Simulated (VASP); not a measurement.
# Si3C (Pmmm) in VASP: notebook

The runs below take Si3C through single point, relaxation of cell and atoms, with PBE.

Everything below comes from runs of VASP 6.6.1. Logs are shortened: lines on timing, memory, paths and dates and some standing lists are left out, and cuts for length are marked.

**1. The cell of the first run**

The structure is orthorhombic, space group Pmmm (No. 47). The conventional cell has a = 2.743 Å, b = 3.880 Å, c = 5.487 Å, α = 90.00°, β = 90.00°, γ = 90.00°. Within 3.6 Å of Si (site symmetry mm2) lie 8 Si at 2.74 Å and 4 C at 2.74 Å. Within 3.6 Å of Si (site symmetry mmm) lie 10 Si at 2.74 Å and 2 C at 2.74 Å. Within 3.6 Å of C (site symmetry mmm) lie 2 C at 2.74 Å and 10 Si at 2.74 Å.

**2. Single point, PBE**

Contents of INCAR:

```
SYSTEM = Si3C
PREC = Accurate
ENCUT = 520
EDIFF = 1E-6
ISMEAR = 0
SIGMA = 0.1
LREAL = .False.
LASPH = .True.
NELM = 80
ALGO = Normal
ISIF = 2
LWAVE = .False.
LCHARG = .False.
GGA = PE
NBANDS = 16
```

Contents of KPOINTS:

```
regular mesh
0
Gamma
  6 4 4
  0 0 0
```

Contents of POSCAR:

```
Si3C
1.0
    2.7434356100      0.0000000000      0.0000000000
    0.0000000000      3.8798038500      0.0000000000
    0.0000000000      0.0000000000      5.4868712200
Si C
3 1
Direct
    0.0000000000      0.0000000000      0.7500000000
    0.5000000000      0.5000000000      0.0000000000
    0.0000000000      0.0000000000      0.2500000000
    0.5000000000      0.5000000000      0.5000000000
```

Potentials or basis: VASP PAW PBE potentials, release 64 (Si, C).

On the command line:

```
$ cat potpaw_PBE.64/Si/POTCAR potpaw_PBE.64/C/POTCAR > POTCAR
$ mpirun -np 1 vasp_std > vasp.out
```

OUTCAR:

```text
SYSTEM = Si3C
   PREC = Accurate
   ENCUT = 520
   EDIFF = 1E-6
   ISMEAR = 0
   LREAL = .False.
   LASPH = .True.
   NELM = 80
   ISIF = 2
   GGA = PE

 ion  position               nearest neighbor table
   1  0.000  0.000  0.750-   3 2.74   3 2.74   2 2.74   2 2.74   2 2.74   2 2.74
   2  0.500  0.500  0.000-   1 2.74   3 2.74   1 2.74   3 2.74   1 2.74   3 2.74   1 2.74   3 2.74

   3  0.000  0.000  0.250-   1 2.74   1 2.74   2 2.74   2 2.74   2 2.74   2 2.74
   4  0.500  0.500  0.500-

  LATTYP: Found a simple orthorhombic cell.
 ALAT       =     2.7434356100
 B/A-ratio  =     1.4142135634
 C/A-ratio  =     2.0000000000

  Lattice vectors:

 A1 = (   2.7434356100,   0.0000000000,   0.0000000000)
 A2 = (   0.0000000000,   3.8798038500,   0.0000000000)
 A3 = (   0.0000000000,   0.0000000000,   5.4868712200)

Analysis of symmetry for initial positions (statically):
=====================================================================
 Subroutine PRICEL returns:
 Original cell was already a primitive cell.

 Routine SETGRP: Setting up the symmetry group for a
 simple orthorhombic supercell.

 Subroutine GETGRP returns: Found  8 space group operations
 (whereof  8 operations were pure point group operations)
 out of a pool of  8 trial point group operations.

The static configuration has the point symmetry D_2h.

Analysis of symmetry for dynamics (positions and initial velocities):
=====================================================================
 Subroutine PRICEL returns:
 Original cell was already a primitive cell.

 Routine SETGRP: Setting up the symmetry group for a
 simple orthorhombic supercell.

 Subroutine GETGRP returns: Found  8 space group operations
 (whereof  8 operations were pure point group operations)
 out of a pool of  8 trial point group operations.

The dynamic configuration has the point symmetry D_2h.

 Subroutine INISYM returns: Found  8 space group operations
 (whereof  8 operations are pure point group operations),
 and found     1 'primitive' translations

----------------------------------------------------------------------------------------

                                     Primitive cell

  volume of cell :      58.4022

  direct lattice vectors                    reciprocal lattice vectors
     2.743435610  0.000000000  0.000000000     0.364506459  0.000000000  0.000000000
     0.000000000  3.879803850  0.000000000     0.000000000  0.257744989  0.000000000
     0.000000000  0.000000000  5.486871220     0.000000000  0.000000000  0.182253230

  length of vectors
     2.743435610  3.879803850  5.486871220     0.364506459  0.257744989  0.182253230

  position of ions in fractional coordinates (direct lattice)
     0.000000000  0.000000000  0.750000000
     0.500000000  0.500000000  0.000000000
     0.000000000  0.000000000  0.250000000
     0.500000000  0.500000000  0.500000000

  ion indices of the primitive-cell ions
   primitive index   ion index
                 1           1
                 2           2
                 3           3
                 4           4

----------------------------------------------------------------------------------------

 KPOINTS: regular mesh

Automatic generation of k-mesh.
 Grid dimensions read from file:
 generate k-points for:    6    4    4

 Generating k-lattice:

  Cartesian coordinates                     Fractional coordinates (reciprocal lattice)
     0.060751077  0.000000000  0.000000000     0.166666667  0.000000000  0.000000000
     0.000000000  0.064436247  0.000000000     0.000000000  0.250000000  0.000000000
     0.000000000  0.000000000  0.045563307     0.000000000  0.000000000  0.250000000

  Length of vectors
     0.060751077  0.064436247  0.045563307

  Shift w.r.t. Gamma in fractional coordinates (k-lattice)
     0.000000000  0.000000000  0.000000000

 Subroutine IBZKPT returns following result:
 ===========================================

 Found     36 irreducible k-points:

 Following reciprocal coordinates:
            Coordinates               Weight
  0.000000  0.000000  0.000000      1.000000
  0.166667  0.000000  0.000000      2.000000
  0.333333  0.000000  0.000000      2.000000
  0.500000  0.000000  0.000000      1.000000
  0.000000  0.250000  0.000000      2.000000
  0.166667  0.250000  0.000000      4.000000
[... 16 lines left out ...]
  0.333333  0.500000  0.250000      4.000000
  0.500000  0.500000  0.250000      2.000000
 [... further k-points ...]
   k-points           NKPTS =     36   k-points in BZ     NKDIM =     36   number of bands    NBANDS=     16
   number of dos      NEDOS =    301   number of ions     NIONS =      4
   total plane-waves  NPLWV =  25200
   dimension x,y,z NGX =    20 NGY =   30 NGZ =   42
   dimension x,y,z NGXF=    40 NGYF=   60 NGZF=   84
   ions per type =               3   1
   NGX,Y,Z   is equivalent  to a cutoff of  12.12, 12.85, 12.73 a.u.
   NGXF,Y,Z  is equivalent  to a cutoff of  24.24, 25.71, 25.45 a.u.
 SYSTEM =  Si3C
   PREC   = accura    normal or accurate (medium, high low for compatibility)
   ISTART =      0    job   : 0-new  1-cont  2-samecut
   ICHARG =      2    charge: 1-file 2-atom 10-const
   ISPIN  =      1    spin polarized calculation?
   LNONCOLLINEAR =      F non collinear calculations
   LSORBIT =      F    spin-orbit coupling
   LASPH  =      T    aspherical Exc in radial PAW
   ENCUT  =  520.0 eV  38.22 Ry    6.18 a.u.   5.10  7.21 10.20*2*pi/ulx,y,z
   NELM   =     80;   NELMIN=  2; NELMDL= -5     # of ELM steps
   EDIFF  = 0.1E-05   stopping-criterion for ELM
   LREAL  =      F    real-space projection
[... 7 lines left out ...]
   TEBEG  =    0.0;   TEEND  =   0.0 temperature during run
   PSTRESS=    0.0 pullay stress
   NELECT =      16.0000    total number of electrons
   NUPDOWN=      -1.0000    fix difference up-down
   EMIN   =  10.00;   EMAX   =-10.00  energy-range for DOS
   EFERMI =   0.00;   METHOD = LEGACY
   ISMEAR =     0;   SIGMA  =   0.10  broadening in eV -4-tet -1-fermi 0-gaus
   EFERMI_NEDOS =   21; number of points for ismear=-14 and -15
   IALGO  =     38    algorithm
   IMIX   =      4    mixing-type and parameters
     AMIX     =   0.40;   BMIX     =  1.00
     AMIX_MAG =   1.60;   BMIX_MAG =  1.00
  volume/ion in A,a.u.               =      14.60        98.53
  Fermi-wavevector in a.u.,A,eV,Ry     =   1.063257  2.009265 15.381606  1.130516
  Thomas-Fermi vector in A             =   2.198736
   LORBIT       =      0    0 simple, 1 ext, 2 COOP (PROOUT), +10 PAW based schemes
   GGA     = PE    functional components
   LHFCALC =     F    Hartree Fock is set to
   AEXX    =    0.0000 exact exchange contribution
   IVDW    =     0    specifies the selected vdW correction
   LEPSILON=     F    determine dielectric tensor
   LRPA    =     F    only Hartree local field effects (RPA)
 non-spin polarized calculation
 Gauss-broadening in eV      SIGMA  =   0.10
  energy-cutoff  :      520.00
  volume of cell :       58.40
 maximum number of plane-waves:      1606
   NGX = 11   NGY = 15   NGZ = 21

 number of electron      15.9999998 magnetization

 Free energy of the ion-electron system (eV)
  ---------------------------------------------------
  ext. energy  EPLUGINS =         0.00000000
  ---------------------------------------------------
  free energy    TOTEN  =       -19.15149011 eV

  energy without entropy =      -19.13020899  energy(sigma->0) =      -19.14084955

 E-fermi :   7.9684     XC(G=0): -10.8059

 val. band max:        7.9626767864   @ k =   0.1667   0.2500   0.2500
 cond. band min:       7.9816475497   @ k =   0.1667   0.0000   0.5000
 fundamental gap:      0.0189707633
 Fermi energy:         7.9683552409

 k-point     1 :       0.0000    0.0000    0.0000
  band No.  band energies     occupation
      1      -5.9431      2.00000
      2      -1.9242      2.00000
      3      -0.9219      2.00000
      4       3.0239      2.00000
      5       3.1821      2.00000
      6       6.9099      2.00000
[... 8 lines left out ...]
     15      15.9329      0.00000
     16      16.2150      0.00000

 k-point     2 :       0.1667    0.0000    0.0000
  band No.  band energies     occupation
      1      -5.4311      2.00000
      2      -1.4889      2.00000
      3      -0.4033      2.00000
      4       3.3524      2.00000
      5       3.6692      2.00000
      6       6.7156      2.00000
[... 8 lines left out ...]
     15      14.7260      0.00000
     16      15.1523      0.00000

 k-point     3 :       0.3333    0.0000    0.0000
  band No.  band energies     occupation
      1      -3.9243      2.00000
      2      -0.3551      2.00000
      3       1.1314      2.00000
      4       2.3566      2.00000
      5       4.7901      2.00000
      6       5.1010      2.00000
[... 8 lines left out ...]
     15      12.2806      0.00000
     16      15.3707      0.00000

 k-point     4 :       0.5000    0.0000    0.0000
  band No.  band energies     occupation
      1      -1.9320      2.00000
      2      -1.0406      2.00000
      3       1.7156      2.00000
      4       3.2253      2.00000
      5       3.3421      2.00000
      6       4.1730      2.00000
[... 8 lines left out ...]
     15      13.4609      0.00000
     16      13.6884      0.00000
[... 324 lines left out ...]
 k-point    22 :       0.1667    0.5000    0.2500
  band No.  band energies     occupation
      1      -3.0828      2.00000
      2      -2.7225      2.00000
      3      -1.0099      2.00000
      4      -0.2252      2.00000
      5       3.8700      2.00000
      6       4.3697      2.00000
[... 8 lines left out ...]
     15      14.8541      0.00000
     16      15.2927      0.00000

 k-point    23 :       0.3333    0.5000    0.2500
  band No.  band energies     occupation
      1      -1.8342      2.00000
      2      -1.1595      2.00000
      3       0.3369      2.00000
      4       1.3197      2.00000
      5       4.4314      2.00000
      6       5.0026      2.00000
[... 8 lines left out ...]
     15      14.3853      0.00000
     16      14.5457      0.00000

 k-point    24 :       0.5000    0.5000    0.2500
  band No.  band energies     occupation
      1      -0.7384      2.00000
      2       1.0791      2.00000
      3       1.8226      2.00000
      4       2.0479      2.00000
      5       2.4930      2.00000
      6       3.6443      2.00000
[... 8 lines left out ...]
     15      14.3369      0.00000
     16      14.4897      0.00000

 [... further k-points ...]
[... 5 lines left out ...]
  --------------------------------------------------------------------------------------
  -------------------------------------------------------------------------------------
  Total       -2.9175782     -4.7714195     -5.0550687     -0.0000000      0.0000000      0.0000000
  in kB      -80.0393906   -130.8967538   -138.6782434     -0.0000000      0.0000000      0.0000000
  external PRESSURE =    -116.5381292 kB  Pullay stress =       0.0000000 kB

 VOLUME and BASIS-vectors are now :
 -----------------------------------------------------------------------------
  energy-cutoff  :      520.00
  volume of cell :       58.40
      direct lattice vectors                 reciprocal lattice vectors
     2.743435610  0.000000000  0.000000000     0.364506459  0.000000000  0.000000000
     0.000000000  3.879803850  0.000000000     0.000000000  0.257744989  0.000000000
     0.000000000  0.000000000  5.486871220     0.000000000  0.000000000  0.182253230

 POSITION                                       TOTAL-FORCE (eV/Angst)
 -----------------------------------------------------------------------------------
      0.00000      0.00000      4.11515         0.000000      0.000000     -1.185161
      1.37172      1.93990      0.00000         0.000000      0.000000      0.000000
      0.00000      0.00000      1.37172         0.000000      0.000000      1.185161
      1.37172      1.93990      2.74344         0.000000      0.000000      0.000000
 -----------------------------------------------------------------------------------
    total drift:                                0.000000      0.000000      0.000000

  FREE ENERGIE OF THE ION-ELECTRON SYSTEM (eV)
  ---------------------------------------------------
  free  energy   TOTEN  =       -19.1514901127 eV

  energy  without entropy=      -19.1302089922  energy(sigma->0) =      -19.14084955
```

It took 19 s on 1 thread of Intel Xeon Platinum 8488C (Sapphire Rapids), shared host; peak memory 0.17 GiB.

What came out:

```yaml
Free_energy: -19.1515 eV
Pressure: -11.7 GPa
Largest_force: 1.185 eV/Å
Band_gap_on_the_k_mesh: zero (bands 8 and 9 overlap by 5.17 eV)
```

Forces on the atoms (eV/Å):
```
Si   0.000  0.000 -1.185
Si   0.000  0.000  0.000
Si   0.000  0.000  1.185
C    0.000  0.000  0.000
```

Stress tensor (GPa, compression positive):
```
 -8.00   0.00   0.00
  0.00 -13.09   0.00
  0.00   0.00 -13.87
```

Caveat: the k points lie up to 0.40 Å⁻¹ apart, too coarse for converged energies and pressures of a metal; forces of over 1 eV/Å act on the atoms, so gaps and moduli don't describe the material at rest.

**3. Relaxation of cell and atoms, PBE**

Contents of INCAR:

```
SYSTEM = Si3C
ALGO = Normal
EDIFF = 1E-6
EDIFFG = -0.04
ENCUT = 600
GGA = PE
IBRION = 2
ISIF = 3
ISMEAR = 0
LASPH = .TRUE.
LCHARG = .FALSE.
LREAL = .FALSE.
LWAVE = .FALSE.
NELM = 60
NSW = 90
PREC = Accurate
SIGMA = 0.1
```

Contents of KPOINTS:

```
k-points
0
G
  6 4 4
  0 0 0
```

POSCAR is that of step 2.

Potentials or basis: VASP PAW PBE potentials, release 64 (Si, C).

On the command line:

```
$ cat potpaw_PBE.64/Si/POTCAR potpaw_PBE.64/C/POTCAR > POTCAR
$ mpirun -np 1 vasp_std > vasp.out
```

OUTCAR:

```text
SYSTEM = Si3C
   EDIFF = 1E-6
   EDIFFG = -0.04
   ENCUT = 600
   GGA = PE
   IBRION = 2
   ISIF = 3
   ISMEAR = 0
   LASPH = .TRUE.
   LREAL = .FALSE.
   NELM = 60
   NSW = 90
   PREC = Accurate

 ion  position               nearest neighbor table
   1  0.000  0.000  0.750-   3 2.74   3 2.74   2 2.74   2 2.74   2 2.74   2 2.74
   2  0.500  0.500  0.000-   1 2.74   3 2.74   1 2.74   3 2.74   1 2.74   3 2.74   1 2.74   3 2.74

   3  0.000  0.000  0.250-   1 2.74   1 2.74   2 2.74   2 2.74   2 2.74   2 2.74
   4  0.500  0.500  0.500-

  LATTYP: Found a simple orthorhombic cell.
 ALAT       =     2.7434356100
 B/A-ratio  =     1.4142135634
 C/A-ratio  =     2.0000000000

  Lattice vectors:

 A1 = (   2.7434356100,   0.0000000000,   0.0000000000)
 A2 = (   0.0000000000,   3.8798038500,   0.0000000000)
 A3 = (   0.0000000000,   0.0000000000,   5.4868712200)

Analysis of symmetry for initial positions (statically):
=====================================================================
 Subroutine PRICEL returns:
 Original cell was already a primitive cell.

 Routine SETGRP: Setting up the symmetry group for a
 simple orthorhombic supercell.

 Subroutine GETGRP returns: Found  8 space group operations
 (whereof  8 operations were pure point group operations)
 out of a pool of  8 trial point group operations.

The static configuration has the point symmetry D_2h.

Analysis of symmetry for dynamics (positions and initial velocities):
[... 289 lines left out ...]
      4       7.0959      2.00000
      5       7.8175      2.00000
      6       8.2703      2.00000
      7      10.0864      0.00000
      8      11.1954      0.00000
      9      12.4252      0.00000
     10      12.5008      0.00000
     11      13.6019      0.00000
     12      14.2994      0.00000
[... 333 lines left out ...]
      1       0.1740      2.00000
      2       2.4597      2.00000
      3       2.7625      2.00000
      4       2.8830      2.00000
      5       4.1499      2.00000
      6       5.1100      2.00000
      7       5.2206      2.00000
      8       5.2240      2.00000
      9       7.7872      2.00000
     10       9.2535      1.99366
     11       9.4782      0.65489
     12       9.6593      0.00263

 [... further k-points ...]

[... ionic steps 4 to 23 ...]

--------------------------------------- Ionic step       24  -------------------------------------------

 number of electron      16.0000000 magnetization

------------------------ aborting loop because EDIFF is reached ----------------------------------------
[... 71 lines left out ...]
--------------------------------------- Ionic step       26  -------------------------------------------

 number of electron      16.0000000 magnetization

 Free energy of the ion-electron system (eV)
  ---------------------------------------------------
  ext. energy  EPLUGINS =         0.00000000
  ---------------------------------------------------
  free energy    TOTEN  =       -20.87520995 eV

  energy without entropy =      -20.86435165  energy(sigma->0) =      -20.86978080

 E-fermi :  10.7711     XC(G=0): -11.7673

 val. band max:       10.7317930022   @ k =   0.1667   0.2500   0.2500
 cond. band min:      10.7837396108   @ k =   0.5000   0.5000   0.2500
 fundamental gap:      0.0519466086
 Fermi energy:        10.7711259314

 k-point     1 :       0.0000    0.0000    0.0000
  band No.  band energies     occupation
      1      -5.5002      2.00000
      2      -1.3059      2.00000
      3      -0.7336      2.00000
      4       8.6732      2.00000
      5       9.1729      2.00000
      6       9.9408      2.00000
      7      10.6063      1.98028
      8      12.7034      0.00000
      9      14.3073      0.00000
     10      14.7616      0.00000
     11      15.3395      0.00000
     12      15.7987      0.00000
[... 376 lines left out ...]
  FREE ENERGIE OF THE ION-ELECTRON SYSTEM (eV)
  ---------------------------------------------------
  free  energy   TOTEN  =       -20.8752099543 eV

  energy  without entropy=      -20.8643516478  energy(sigma->0) =      -20.86978080

 reached required accuracy - stopping structural energy minimisation
```

Wall time 3.9 min (1 thread of Intel Xeon Platinum 8488C (Sapphire Rapids), shared host); peak memory 0.2 GiB.

Results:

| Item | Value |
| --- | --- |
| Free energy | -20.8752 eV |
| Relaxed volume | 11.58 Å³/atom |
| Relaxed cell | a = 2.814 Å, b = 2.726 Å, c = 6.038 Å, α = 90.00°, β = 90.00°, γ = 90.00° |
| Space group after relaxing (to 0.1 Å) | P4/mmm (No. 123) |
| Energy gained by relaxing | 430.9 meV/atom |
| Ionic steps | 26 |
| Pressure after relaxing | -0.1 GPa |
| Largest force after relaxing | 0.010 eV/Å |

Forces on the atoms (eV/Å):
```
Si   0.000  0.000 -0.010
Si   0.000  0.000  0.000
Si   0.000  0.000  0.010
C    0.000  0.000  0.000
```

The path:
```tsv
step	energy change (eV)	largest force (eV/Å)	pressure (GPa)	volume (Å³)
1	0.0000	1.1850	-11.66	58.40
2	-0.6083	1.3344	-1.61	49.86
3	-0.6576	0.9708	4.94	47.05
4	-0.7131	1.5712	9.09	45.72
5	-0.7672	0.4982	6.08	46.30
6	-0.9263	0.1849	-0.51	48.68
7	-0.9546	0.3640	-2.57	49.54
8	-0.9955	0.9414	-6.32	51.21
9	-1.0393	1.2353	-11.42	54.36
10	-1.0245	1.1366	-8.16	52.21
11	-1.1407	1.2556	-8.41	52.37
12	-1.1802	0.3207	-9.24	52.50
13	-1.2174	0.8007	-9.32	52.50
14	-1.3243	0.4243	-7.15	51.03
15	-1.4634	0.0858	-1.40	47.96
16	-1.1012	2.2796	19.95	42.10
17	-1.4756	0.2500	0.60	47.17
18	-1.5576	0.0804	2.21	46.36
19	-1.5680	0.1049	3.08	46.04
20	-1.5990	0.2885	3.97	45.40
21	-1.6618	0.6512	6.93	44.08
22	-1.7073	0.4743	1.10	45.62
23	-1.7125	0.2034	2.49	45.23
24	-1.7228	0.0327	0.74	45.97
25	-1.7233	0.0122	0.28	46.18
26	-1.7237	0.0098	-0.06	46.32
```

Final structure:
```xyz
4
Lattice="2.8136 0.0000 0.0000 0.0000 2.7264 0.0000 0.0000 0.0000 6.0379" Properties=species:S:1:pos:R:3 pbc="T T T"
Si    0.0000    0.0000    4.2542
Si    1.4068    1.3632    0.0000
Si    0.0000    0.0000    1.7837
C     1.4068    1.3632    3.0190
```

Caveat: the k points lie up to 0.58 Å⁻¹ apart in the final cell; the volume moved by over 15 % at a fixed basis, so the end points are rough; the highest band is partly filled, so the run has too few bands.
